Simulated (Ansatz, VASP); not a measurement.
## One calculation of LiF, two programs

```
Li F
1.0
     2.98310    0.00000    0.00000
    -1.49155    2.58344    0.00000
     0.00000    0.00000    4.80696
Li F
2 2
Direct
  0.33333 0.66667 0.38398
  0.66667 0.33333 0.88398
  0.33333 0.66667 0.99102
  0.66667 0.33333 0.49102
```

Alike in both runs: task single point; functional LDA; k mesh 9 × 9 × 6; occupations gaussian, width 0.05 eV; no spin polarisation.

```csv
,VASP,Ansatz
version,VASP 6.6.1,Ansatz 0.2.0
potentials or method,"VASP PAW LDA potentials, release 64 (Li_sv, F), cutoff 520 eV","scalar-relativistic, plane waves, PAW"
valence electrons in the cell,20,20
```

```csv
,VASP,Ansatz,Ansatz less VASP
gap on the k mesh at the Fermi level (eV),7.87,7.89,+0.016
least direct gap on the mesh (eV),7.87,7.89,+0.016
rms of the force components (eV/Å),0.110,0.109,-0.0010
```

LDA's correlation is that of Perdew and Zunger in VASP and of Perdew and Wang (1992) in Ansatz. Atom by atom the forces differ by 0.001 eV/Å (rms over components).

Noted on VASP's run: the cutoff is under 1.25 times that of the potentials, so the pressure is a little rough.
